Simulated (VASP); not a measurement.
## WSe2: single point with PBEsol

WSe2, a slab with vacuum:

```
CELL_PARAMETERS angstrom
3.27025 0.00000 0.00000
-1.63513 2.83212 0.00000
0.00000 0.00000 16.66122
ATOMIC_POSITIONS crystal
W 0.00000 0.00000 0.99700
Se 0.33333 0.66667 0.10040
Se 0.33333 0.66667 0.89960
```

This cell differs from its parent crystal: all W atoms moved -0.050 Å, as atom 1 along Cartesian [0 0 1].

```yaml
Program: VASP 6.6.1
Task: single point
Functional: PBEsol
Potentials_or_basis: VASP PAW PBE potentials, release 64 (W_sv, Se)
Cutoff: 520 eV
k_mesh: 12 × 12 × 2
Occupations: gaussian, width 0.05 eV
Spin: no spin polarisation
Dipole_correction: no
Further_INCAR_settings: ALGO = Normal; EDIFF = 1e-07; NBANDS = 20
```

```
Largest force          : 1.496 eV/Å
Band gap on the k mesh : 1.67 eV (least direct gap 1.69 eV)
```

Forces in eV/Å, atoms in the order of the input:
```
W    0.000  0.000  1.496
Se   0.000  0.000 -0.644
Se   0.000  0.000 -0.853
```

Levels at points of the mesh, in eV from the valence-band top:
| k point | band 11 | band 12 | band 13 | band 14 | band 15 | band 16 |
| --- | --- | --- | --- | --- | --- | --- |
| (0.00, 0.00, 0.00) | -1.14 | -1.14 | -0.37 | 3.00 | 3.00 | 3.36 |
| (0.50, 0.00, 0.00) | -2.17 | -1.00 | -0.82 | 2.53 | 2.86 | 3.75 |
| (0.00, 0.00, 0.50) | -1.14 | -1.14 | -0.37 | 3.00 | 3.00 | 3.36 |
| (0.50, 0.00, 0.50) | -2.17 | -1.00 | -0.82 | 2.53 | 2.86 | 3.75 |

Wall time 4.3 min on 1 thread of Intel Xeon 8259CL, on a shared host, peak memory 0.31 GiB.

Caveat: the cell differs from its parent crystal (all W atoms moved -0.050 Å, as atom 1 along Cartesian [0 0 1]); there is no dipole correction, which matters where the two faces differ; the PAW data sets were made with another functional, which shifts forces and pressure a little; spin-orbit coupling is left out, which moves the levels of the heavy elements.
